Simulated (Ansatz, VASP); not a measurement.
## Two plane-wave programs on BN

```
B N
1.0
     2.54395    0.00000    0.00000
    -1.27197    2.20313    0.00000
     0.00000    0.00000    4.24989
B N
2 2
Direct
  0.33333 0.66667 0.00009
  0.66667 0.33333 0.50009
  0.33333 0.66667 0.37491
  0.66667 0.33333 0.87491
```

Change from the starting cell: uniaxial_z strain +1.0%.

Alike in both runs: task single point; functional PBE; k mesh 12 × 12 × 6; occupations fermi-dirac, width 0.02 eV; no spin polarisation.

```csv
,VASP,Ansatz
version,VASP 6.6.1,Ansatz 0.2.0
potentials or method,"VASP PAW PBE potentials, release 64 (B, N)","plane waves, PAW"
plane-wave cutoff (eV),520,420
valence electrons in the cell,16,16
```

|  | VASP | Ansatz | Ansatz less VASP |
| --- | --- | --- | --- |
| gap on the k mesh at the Fermi level (eV) | 5.19 | 5.20 | +0.017 |
| pressure (GPa) | 1.1 | 0.9 | -0.24 |
| traceless stress, the component that is largest in VASP (GPa) | -6.45 | -6.37 | +0.086 |
| rms of the force components (eV/Å) | 0.015 | 0.012 | -0.0025 |

Atom by atom the forces differ by 0.002 eV/Å (rms over components).
